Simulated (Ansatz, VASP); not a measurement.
**Two plane-wave programs on Hf**

```xyz
3
Lattice="3.2032 0.0000 0.0000 -1.6016 2.7741 0.0000 0.0000 0.0000 21.0730" Properties=species:S:1:pos:R:3 pbc="T T T"
Hf    0.0000    0.0000    8.0985
Hf    0.0000    1.8494   10.5365
Hf    0.0000    0.0000   12.9745
```

Alike in both runs: functional PBE; k mesh 12 × 12 × 1; occupations fermi-dirac, width 0.1 eV; no spin polarisation.

Ansatz relaxed the structure, and its values are those at the end. VASP's run is a single point on that final structure, the one shown.

|  | VASP | Ansatz |
| --- | --- | --- |
| version | VASP 6.6.1 | Ansatz 0.2.0 |
| potentials or method | VASP PAW PBE potentials, release 64 (Hf_pv) | PAW with Ansatz's default frozen-core files, scalar-relativistic |
| plane-wave cutoff (eV) | 520 | 420 |
| valence electrons in the cell | 30 | 78 |

|  | VASP | Ansatz | Ansatz less VASP |
| --- | --- | --- | --- |
| rms of the force components (eV/Å) | 0.016 | 0.002 | -0.0132 |

VASP's potentials hold 30 valence electrons a cell and Ansatz's 78, so a difference there can come from the potentials and not from the codes. Ansatz's warnings: stress scf threshold loose.

Neither program's run includes spin-orbit coupling.
